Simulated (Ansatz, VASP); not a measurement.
## One calculation of V, two programs

```
V
1.0
    -1.47911    1.47911    1.47911
     1.47911   -1.47911    1.47911
     1.47911    1.47911   -1.47911
V
1
Cartesian
  0.0000 0.0000 0.0000
```

Alike in both runs: task single point; functional PBEsol; k mesh 38 × 38 × 38; no spin polarisation.

|  | VASP | Ansatz |
| --- | --- | --- |
| version | VASP 6.6.1 | Ansatz 0.2.0 |
| potentials or method | VASP PAW PBE potentials, release 64 (V_sv) | plane-wave PAW, scalar-relativistic |
| plane-wave cutoff (eV) | 520 | 420 |
| occupations | methfessel-paxton of order 1, width 0.1 eV | cold, width 0.1 eV |
| valence electrons in the cell | 13 | 13 |

|  | VASP | Ansatz | Ansatz less VASP |
| --- | --- | --- | --- |
| pressure (GPa) | 0.2 | 0.0 | -0.19 |

VASP's potentials were made for PBE, not for PBEsol.
